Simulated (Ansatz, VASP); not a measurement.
One calculation of LiF, two programs

File POSCAR:

```
LiF
1.0
    0.0000000000      1.9948717434      1.9948717434
    1.9948717434      0.0000000000      1.9948717434
    1.9948717434      1.9948717434      0.0000000000
Li F
1 1
Direct
    0.0000000000      0.0000000000      0.0000000000
    0.5000000000      0.5000000000      0.5000000000
```

The input INCAR.step1:

```
PREC = Accurate
ENCUT = 520
ISMEAR = 0
SIGMA = 0.01
LREAL = F
LASPH = T
NELM = 60
NBANDS = 12
GGA = PE
ALGO = Normal
EDIFF = 1E-4
LWAVE = T
LCHARG = F
```

File INCAR.step2:

```
PREC = Accurate
ENCUT = 520
EDIFF = 1E-6
ISMEAR = 0
SIGMA = 0.01
LREAL = F
LASPH = T
NELM = 60
ALGO = Normal
ISIF = 2
LWAVE = F
LCHARG = F
METAGGA = R2SCAN
LMIXTAU = T
NBANDS = 12
ISTART = 1
```

Contents of KPOINTS:

```
Automatic mesh
0
Gamma
  8 8 8
```

Input for Ansatz:

```yaml
crystal:
  lattice:
    - [0.0, 1.9948717434, 1.9948717434]
    - [1.9948717434, 0.0, 1.9948717434]
    - [1.9948717434, 1.9948717434, 0.0]
  atoms:
    - { symbol: Li, position: [0.0, 0.0, 0.0] }
    - { symbol: F, position: [0.5, 0.5, 0.5] }
kpoints:
  mp_grid: { grid: [8, 8, 8] }
hamiltonian:
  xc: r2scan
scf:
  occupations: { method: fixed }
  n_extra_bands: 4
output:
  forces: true
  stress: true
  eigenvalues: true
```

Alike in both runs: task single point; functional r2SCAN; k mesh 8 × 8 × 8; no spin polarisation.

|  | VASP | Ansatz |
| --- | --- | --- |
| version | VASP 6.6.1 | Ansatz 0.2.0 |
| potentials or method | VASP PAW PBE potentials, release 64 (Li_sv, F) | plane waves |
| plane-wave cutoff (eV) | 520 | 500 |
| occupations | gaussian, width 0.01 eV | fixed |
| valence electrons in the cell | 10 | 10 |

Ansatz gave:

- gap on the k mesh at the Fermi level (eV): 10.33

Q: Estimate VASP's values.

A: gap on the k mesh at the Fermi level (eV): 10.55.

VASP's potentials were made for PBE, not for r2SCAN.

Noted on VASP's run: the cutoff is short for stress, so the pressure is rough.
